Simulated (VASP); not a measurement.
Here is a VASP 6.6.1 calculation.

INCAR

```
ALGO = Normal
EDIFF = 1E-6
ENCUT = 520
GGA = RE
ISIF = 2
ISMEAR = -1
LASPH = True
LCHARG = True
LELF = True
LREAL = False
LVHAR = True
LWAVE = False
NBANDS = 12
NELM = 100
PREC = Accurate
SIGMA = 0.1
```

Contents of KPOINTS:

```
k-points
0
Gamma
  12 12 12
```

The input POSCAR:

```
Y
1.0
    0.0000000000      2.4534992602      2.4534992602
    2.4534992602      0.0000000000      2.4534992602
    2.4534992602      2.4534992602      0.0000000000
Y
1
Direct
    0.0000000000      0.0000000000      0.0000000000
```

Potentials or basis: VASP PAW PBE potentials, release 64 (Y_sv).

Run with:

```console
$ cat potpaw_PBE.64/Y_sv/POTCAR > POTCAR
$ mpirun -np 1 vasp_std > vasp.out
```

Task: Predict the pressure.

Result: 5.5 GPa.

Caveat: the PAW data sets were made with another functional, which shifts forces and pressure a little.
